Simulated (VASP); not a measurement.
# WSe2 (Cm) in VASP: further runs

WSe2 is run at these levels: PBE+D3(BJ); tasks: single point.

Program: VASP 6.6.1. These are calculated values, not measurements. Logs are shortened: lines on timing, memory, paths and dates and some standing lists are left out, and cuts for length are marked.

## 1. The cell of the first run

The structure is monoclinic, space group Cm (No. 8). The conventional cell has a = 5.679 Å, b = 3.279 Å, c = 12.789 Å, α = 90.00°, β = 90.00°, γ = 90.00°. Within 3.3 Å of W (site symmetry m) lie 6 Se at 2.53 Å and 6 W at 3.28 Å. W (site symmetry m) has 6 Se at 2.53 to 2.63 Å and 6 W at 3.28 Å within 3.3 Å. Within 3.6 Å of Se (site symmetry m) lie 3 W at 2.55 to 2.63 Å and 10 Se at 3.28 to 3.55 Å. Se (site symmetry m) has 3 W at 2.53 Å and 7 Se at 3.28 to 3.37 Å within 3.4 Å. Within 3.3 Å of Se (site symmetry m) lie 3 W at 2.53 Å and 6 Se at 3.28 Å. Se (site symmetry m) has 3 W at 2.53 Å and 10 Se at 3.28 to 3.55 Å within 3.6 Å.

## 2. Single point, PBE+D3(BJ) (atom 3 (Se) moved -0.100 Å towards its neighbour atom 2 (W) at 2.534 Å)

The input, INCAR:

```
SYSTEM = WSe2
PREC     = Accurate       ! precision mode
ENCUT    = 520            ! plane-wave cutoff, eV
EDIFF    = 1E-6           ! SCF threshold, eV
ISMEAR   = 0              ! smearing method
SIGMA    = 0.05           ! smearing width, eV
LREAL    = .FALSE.        ! projectors in reciprocal space
LASPH    = .TRUE.         ! aspherical terms in the spheres
NELM     = 80             ! most SCF steps
ALGO     = Normal         ! electronic algorithm
ISIF     = 2              ! what is computed and relaxed
LWAVE    = .FALSE.        ! write WAVECAR
LCHARG   = .TRUE.         ! write CHGCAR
GGA      = PE             ! functional
IVDW     = 12             ! dispersion correction
LELF     = .TRUE.         ! ELF
LVHAR    = .TRUE.       
NBANDS   = 35             ! bands
```

The input, KPOINTS:

```
regular mesh
0
G
  12 12 2
  0 0 0
```

The input, POSCAR:

```
WSe2
1.0
    3.2790275592      0.0000000000      0.0000000000
   -1.6395137796      2.8397211660      0.0000000000
    0.0000000000      0.0000000000     12.7886113051
W Se
2 4
Direct
    0.3333333333      0.6666666667      0.2500000000
    0.6666666667      0.3333333333      0.7500000000
    0.3596422783      0.6798211391      0.6130935437
    0.6666666667      0.3333333333      0.1182912222
    0.3333333333      0.6666666667      0.8817087778
    0.6666666667      0.3333333333      0.3817087778
```

Potentials or basis: VASP PAW PBE potentials, release 64 (W_sv, Se).

Command:

```bash
> cat potpaw_PBE.64/W_sv/POTCAR potpaw_PBE.64/Se/POTCAR > POTCAR
> mpirun -np 1 vasp_std > vasp.out
```

OUTCAR:

```text
SYSTEM = WSe2
   PREC = Accurate
   ENCUT = 520
   EDIFF = 1E-6
   ISMEAR = 0
   LREAL = .FALSE.
   LASPH = .TRUE.
   NELM = 80
   ISIF = 2
   GGA = PE
   IVDW = 12
 IVDW          = 12

 ion  position               nearest neighbor table
   1  0.333  0.667  0.250-   4 2.53   6 2.53   4 2.53   6 2.53   4 2.53   6 2.53
   2  0.667  0.333  0.750-   5 2.53   5 2.53   5 2.53   3 2.55   3 2.55   3 2.63
   3  0.360  0.680  0.613-   2 2.55   2 2.55   2 2.63
   4  0.667  0.333  0.118-   1 2.53   1 2.53   1 2.53
   5  0.333  0.667  0.882-   2 2.53   2 2.53   2 2.53
   6  0.667  0.333  0.382-   1 2.53   1 2.53   1 2.53

  LATTYP: Found a hexagonal cell.
 ALAT       =     3.2790275592
 C/A-ratio  =     3.9001231537

  Lattice vectors:

 A1 = (   3.2790275592,   0.0000000000,   0.0000000000)
 A2 = (  -1.6395137796,   2.8397211660,   0.0000000000)
 A3 = (   0.0000000000,   0.0000000000,  12.7886113051)

Analysis of symmetry for initial positions (statically):
=====================================================================
 Subroutine PRICEL returns:
 Original cell was already a primitive cell.

 Routine SETGRP: Setting up the symmetry group for a
 hexagonal supercell.

 Subroutine GETGRP returns: Found  2 space group operations
 (whereof  2 operations were pure point group operations)
 out of a pool of 24 trial point group operations.

The static configuration has the point symmetry C_1h.

Analysis of symmetry for dynamics (positions and initial velocities):
=====================================================================
 Subroutine PRICEL returns:
 Original cell was already a primitive cell.

 Routine SETGRP: Setting up the symmetry group for a
 hexagonal supercell.

 Subroutine GETGRP returns: Found  2 space group operations
 (whereof  2 operations were pure point group operations)
 out of a pool of 24 trial point group operations.

The dynamic configuration has the point symmetry C_1h.

 Subroutine INISYM returns: Found  2 space group operations
 (whereof  2 operations are pure point group operations),
 and found     1 'primitive' translations

----------------------------------------------------------------------------------------

                                     Primitive cell

  volume of cell :     119.0815

  direct lattice vectors                    reciprocal lattice vectors
     3.279027559  0.000000000  0.000000000     0.304968465  0.176073625  0.000000000
    -1.639513780  2.839721166  0.000000000     0.000000000  0.352147250  0.000000000
     0.000000000  0.000000000 12.788611305     0.000000000  0.000000000  0.078194573

  length of vectors
     3.279027559  3.279027559 12.788611305     0.352147250  0.352147250  0.078194573

  position of ions in fractional coordinates (direct lattice)
     0.333333333  0.666666667  0.250000000
     0.666666667  0.333333333  0.750000000
     0.359642278  0.679821139  0.613093544
     0.666666667  0.333333333  0.118291222
     0.333333333  0.666666667  0.881708778
     0.666666667  0.333333333  0.381708778

  ion indices of the primitive-cell ions
   primitive index   ion index
                 1           1
                 2           2
                 3           3
                 4           4
                 5           5
                 6           6

----------------------------------------------------------------------------------------

 KPOINTS: regular mesh

Automatic generation of k-mesh.
 Grid dimensions read from file:
 generate k-points for:   12   12    2

 Generating k-lattice:

  Cartesian coordinates                     Fractional coordinates (reciprocal lattice)
     0.025414039  0.014672802  0.000000000     0.083333333 -0.000000000  0.000000000
     0.000000000  0.029345604  0.000000000     0.000000000  0.083333333  0.000000000
     0.000000000  0.000000000  0.039097286     0.000000000  0.000000000  0.500000000

  Length of vectors
     0.029345604  0.029345604  0.039097286

  Shift w.r.t. Gamma in fractional coordinates (k-lattice)
     0.000000000  0.000000000  0.000000000

 Subroutine IBZKPT returns following result:
 ===========================================

 Found     86 irreducible k-points:

 Following reciprocal coordinates:
            Coordinates               Weight
  0.000000  0.000000  0.000000      1.000000
  0.083333  0.000000  0.000000      2.000000
  0.000000  0.083333  0.000000      4.000000
  0.166667  0.000000  0.000000      2.000000
  0.000000  0.166667  0.000000      4.000000
  0.250000  0.000000  0.000000      2.000000
[... 16 lines left out ...]
 -0.083333  0.416667  0.000000      4.000000
 -0.416667  0.333333  0.000000      4.000000
 [... further k-points ...]
   k-points           NKPTS =     86   k-points in BZ     NKDIM =     86   number of bands    NBANDS=     35
   number of dos      NEDOS =    301   number of ions     NIONS =      6
   total plane-waves  NPLWV =  55296
   dimension x,y,z NGX =    24 NGY =   24 NGZ =   96
   dimension x,y,z NGXF=    48 NGYF=   48 NGZF=  192
   ions per type =               2   4
   NGX,Y,Z   is equivalent  to a cutoff of  12.17, 12.17, 12.48 a.u.
   NGXF,Y,Z  is equivalent  to a cutoff of  24.34, 24.34, 24.96 a.u.
 SYSTEM =  WSe2
   PREC   = accura    normal or accurate (medium, high low for compatibility)
   ISTART =      0    job   : 0-new  1-cont  2-samecut
   ICHARG =      2    charge: 1-file 2-atom 10-const
   ISPIN  =      1    spin polarized calculation?
   LNONCOLLINEAR =      F non collinear calculations
   LSORBIT =      F    spin-orbit coupling
   LASPH  =      T    aspherical Exc in radial PAW
   ENCUT  =  520.0 eV  38.22 Ry    6.18 a.u.   6.10  6.10 23.78*2*pi/ulx,y,z
   NELM   =     80;   NELMIN=  2; NELMDL= -5     # of ELM steps
   EDIFF  = 0.1E-05   stopping-criterion for ELM
   LREAL  =      F    real-space projection
   EDIFFG = 0.1E-04   stopping-criterion for IOM
   NSW    =      0    number of steps for IOM
   IBRION =     -1    ionic relax: 0-MD 1-quasi-New 2-CG
   NFREE  =      0    steps in history (QN), initial steepest desc. (CG)
   ISIF   =      2    stress and relaxation
   ISYM   =      2    0-nonsym 1-usesym 2-fastsym
   POTIM  = 0.5000    time-step for ionic-motion
   TEBEG  =    0.0;   TEEND  =   0.0 temperature during run
   PSTRESS=    0.0 pullay stress
   NELECT =      52.0000    total number of electrons
   NUPDOWN=      -1.0000    fix difference up-down
   EMIN   =  10.00;   EMAX   =-10.00  energy-range for DOS
   EFERMI =   0.00;   METHOD = LEGACY
   ISMEAR =     0;   SIGMA  =   0.05  broadening in eV -4-tet -1-fermi 0-gaus
   EFERMI_NEDOS =   21; number of points for ismear=-14 and -15
   IALGO  =     38    algorithm
   IMIX   =      4    mixing-type and parameters
     AMIX     =   0.40;   BMIX     =  1.00
     AMIX_MAG =   1.60;   BMIX_MAG =  1.00
  volume/ion in A,a.u.               =      19.85       133.93
  Fermi-wavevector in a.u.,A,eV,Ry     =   1.242018  2.347074 20.988466  1.542609
  Thomas-Fermi vector in A             =   2.376391
   LORBIT       =      0    0 simple, 1 ext, 2 COOP (PROOUT), +10 PAW based schemes
   GGA     = PE    functional components
   LHFCALC =     F    Hartree Fock is set to
   AEXX    =    0.0000 exact exchange contribution
   IVDW    =    12    specifies the selected vdW correction
   LEPSILON=     F    determine dielectric tensor
   LRPA    =     F    only Hartree local field effects (RPA)
 non-spin polarized calculation
 Gauss-broadening in eV      SIGMA  =   0.05
  energy-cutoff  :      520.00
  volume of cell :      119.08
 maximum number of plane-waves:      3248
   NGX = 13   NGY = 13   NGZ = 47

 number of electron      51.9999989 magnetization

 Free energy of the ion-electron system (eV)
  ---------------------------------------------------
  ext. energy  EPLUGINS =         0.00000000
  ---------------------------------------------------
  free energy    TOTEN  =       -43.02522354 eV

  energy without entropy =      -43.02522354  energy(sigma->0) =      -43.02522354

 E-fermi :   6.8741     XC(G=0): -10.9155

 val. band max:        6.4974191353   @ k =   0.0000   0.0000   0.0000
 cond. band min:       7.3479567524   @ k =   0.1667   0.1667   0.0000
 fundamental gap:      0.8505376172
 Fermi energy:         6.8740742207

 k-point     1 :       0.0000    0.0000    0.0000
  band No.  band energies     occupation
      1     -67.8340      2.00000
      2     -67.8290      2.00000
      3     -32.0847      2.00000
      4     -32.0693      2.00000
      5     -31.9479      2.00000
      6     -31.9478      2.00000
[... 27 lines left out ...]
     34       9.4887      0.00000
     35      11.0749      0.00000

 k-point     2 :       0.0833    0.0000    0.0000
  band No.  band energies     occupation
      1     -67.8333      2.00000
      2     -67.8283      2.00000
      3     -32.0816      2.00000
      4     -32.0664      2.00000
      5     -31.9641      2.00000
      6     -31.9518      2.00000
[... 27 lines left out ...]
     34       9.5360      0.00000
     35      11.6910      0.00000

 k-point     3 :       0.0000    0.0833    0.0000
  band No.  band energies     occupation
      1     -67.8333      2.00000
      2     -67.8283      2.00000
      3     -32.0816      2.00000
      4     -32.0663      2.00000
      5     -31.9642      2.00000
      6     -31.9517      2.00000
[... 27 lines left out ...]
     34       9.4440      0.00000
     35      11.6861      0.00000
[... 723 lines left out ...]
 k-point    23 :      -0.0833    0.4167    0.0000
  band No.  band energies     occupation
      1     -67.8246      2.00000
      2     -67.8197      2.00000
      3     -32.1497      2.00000
      4     -32.1230      2.00000
      5     -32.0441      2.00000
      6     -32.0301      2.00000
[... 27 lines left out ...]
     34      11.0568      0.00000
     35      11.3573      0.00000

 k-point    24 :      -0.4167    0.3333    0.0000
  band No.  band energies     occupation
      1     -67.8246      2.00000
      2     -67.8197      2.00000
      3     -32.1497      2.00000
      4     -32.1215      2.00000
      5     -32.0441      2.00000
      6     -32.0303      2.00000
[... 27 lines left out ...]
     34      10.9445      0.00000
     35      11.3659      0.00000

 [... further k-points ...]

------------------------ aborting loop because EDIFF is reached ----------------------------------------

 Edisp (eV)   -2.85330

 E8    (eV) :    -1.2727

  FORCE on cell =-STRESS in cart. coord.  units (eV):
  Direction    XX          YY          ZZ          XY          YZ          ZX
  --------------------------------------------------------------------------------------
  -------------------------------------------------------------------------------------
  Total      -0.50531    -0.31360    -1.34365    -0.16602     0.41888     0.72551
  in kB      -6.79861    -4.21931   -18.07803    -2.23374     5.63574     9.76139
  external pressure =       -9.70 kB  Pullay stress =        0.00 kB

 VOLUME and BASIS-vectors are now :
 -----------------------------------------------------------------------------
  energy-cutoff  :      520.00
  volume of cell :      119.08
      direct lattice vectors                 reciprocal lattice vectors
     3.279027559  0.000000000  0.000000000     0.304968465  0.176073625  0.000000000
    -1.639513780  2.839721166  0.000000000     0.000000000  0.352147250  0.000000000
     0.000000000  0.000000000 12.788611305     0.000000000  0.000000000  0.078194573

 POSITION                                       TOTAL-FORCE (eV/Angst)
 -----------------------------------------------------------------------------------
     -0.00000      1.89315      3.19715         0.004257      0.002458     -0.001363
      1.63951      0.94657      9.59146         0.488888      0.282260     -0.829860
      0.06470      1.93050      7.84062        -0.472010     -0.272515      0.913835
      1.63951      0.94657      1.51278        -0.001422     -0.000821     -0.048469
     -0.00000      1.89315     11.27583        -0.026011     -0.015017     -0.047908
      1.63951      0.94657      4.88153         0.006298      0.003636      0.013765
 -----------------------------------------------------------------------------------
    total drift:                               -0.000011     -0.000006      0.000183

  FREE ENERGIE OF THE ION-ELECTRON SYSTEM (eV)
  ---------------------------------------------------
  free  energy   TOTEN  =       -45.8785235736 eV

  energy  without entropy=      -45.8785235736  energy(sigma->0) =      -45.87852357
```

It took 5.7 min on 1 thread of Oxide Virtual Turin-like, shared host; peak memory 0.39 GiB.

Results:

* Free energy: -45.8785 eV
* Pressure: -1.0 GPa
* Largest force: 1.064 eV/Å
* Band gap on the k mesh: 0.85 eV (least direct gap 1.53 eV)
* Dispersion energy per atom: -0.476 eV

Forces in eV/Å, atoms in the order of the input:
```
W    0.004  0.002 -0.001
W    0.489  0.282 -0.830
Se  -0.472 -0.273  0.914
Se  -0.001 -0.001 -0.048
Se  -0.026 -0.015 -0.048
Se   0.006  0.004  0.014
```

Levels at points of the mesh, in eV from the valence-band top:
| k point | band 24 | band 25 | band 26 | band 27 | band 28 | band 29 |
| --- | --- | --- | --- | --- | --- | --- |
| (0.00, 0.00, 0.00) | -1.13 | -0.90 | 0.00 | 2.43 | 2.59 | 2.66 |
| (0.50, 0.00, 0.00) | -1.34 | -1.25 | -0.98 | 2.18 | 2.23 | 2.28 |
| (0.00, 0.50, 0.00) | -1.35 | -1.27 | -0.93 | 2.18 | 2.24 | 2.27 |
| (0.00, 0.00, 0.50) | -1.17 | -0.23 | -0.16 | 2.43 | 2.58 | 2.65 |
| (0.50, 0.00, 0.50) | -1.28 | -1.21 | -1.10 | 2.18 | 2.27 | 2.50 |
| (0.00, 0.50, 0.50) | -1.36 | -1.21 | -1.02 | 2.18 | 2.24 | 2.53 |

Caveat: the cell differs from its parent crystal (atom 3 (Se) moved -0.100 Å towards its neighbour atom 2 (W) at 2.534 Å); spin-orbit coupling is left out, which moves the levels of the heavy elements; forces of over 1 eV/Å act on the atoms, so gaps and moduli don't describe the material at rest.

## 3. Single point, PBE+D3(BJ) (atom 3 (Se) moved +0.080 Å towards its neighbour atom 2 (W) at 2.534 Å)

The input, INCAR:

```
SYSTEM = WSe2
PREC = Accurate ; ENCUT = 520
EDIFF = 1E-7 ; ISMEAR = 0
SIGMA = 0.05 ; LREAL = .False.
LASPH = .True. ; NELM = 100
ALGO = Normal ; ISIF = 2
LWAVE = .False. ; LCHARG = .False.
GGA = PE ; IVDW = 12
NBANDS = 35
```

The input, KPOINTS:

```
Automatic mesh
0
Gamma
  12 12 2
  0 0 0
```

Edit POSCAR of step 2 so:

```diff
@@ -10,3 +10,3 @@
     0.6666666667      0.3333333333      0.7500000000
-    0.3596422783      0.6798211391      0.6130935437
+    0.3122861774      0.6561430887      0.6224493650
     0.6666666667      0.3333333333      0.1182912222
```

Potentials or basis: VASP PAW PBE potentials, release 64 (W_sv, Se).

Command:

```bash
> cat potpaw_PBE.64/W_sv/POTCAR potpaw_PBE.64/Se/POTCAR > POTCAR
> mpirun -np 1 vasp_std > vasp.out
```

It took 6.2 min on 1 thread of Oxide Virtual Turin-like, shared host; peak memory 0.4 GiB.

Results (log left out):

```
Free energy                : -45.8854 eV
Pressure                   : 1.6 GPa
Largest force              : 1.198 eV/Å
Band gap on the k mesh     : 0.88 eV (least direct gap 1.48 eV)
Dispersion energy per atom : -0.475 eV
```

Forces in eV/Å, atoms in the order of the input:
```
W   -0.003 -0.002  0.000
W   -0.557 -0.322  0.856
Se   0.549  0.317 -1.016
Se   0.001  0.001 -0.045
Se   0.014  0.008  0.135
Se  -0.004 -0.002  0.070
```

Stress tensor (GPa, compression positive):
```
 1.36  0.35 -1.12
 0.35  0.95 -0.65
-1.12 -0.65  2.55
```

Levels at points of the mesh, in eV from the valence-band top:
```
           k point  band 23  band 24  band 25  band 26  band 27  band 28  band 29  band 30
(0.00, 0.00, 0.00)    -1.48    -1.21    -0.97     0.00     2.47     2.59     2.65     2.65
(0.50, 0.00, 0.00)    -1.57    -1.43    -1.35    -1.12     2.06     2.16     2.27     2.64
(0.00, 0.50, 0.00)    -1.54    -1.43    -1.32    -1.11     2.09     2.16     2.26     2.64
(0.00, 0.00, 0.50)    -1.51    -1.51    -0.25    -0.17     2.46     2.58     2.63     2.67
(0.50, 0.00, 0.50)    -1.47    -1.39    -1.32    -1.23     2.07     2.15     2.48     2.50
(0.00, 0.50, 0.50)    -1.47    -1.39    -1.26    -1.23     2.10     2.15     2.48     2.50
```

Caveat: the cell differs from its parent crystal (atom 3 (Se) moved +0.080 Å towards its neighbour atom 2 (W) at 2.534 Å); spin-orbit coupling is left out, which moves the levels of the heavy elements; forces of over 1 eV/Å act on the atoms, so gaps and moduli don't describe the material at rest.
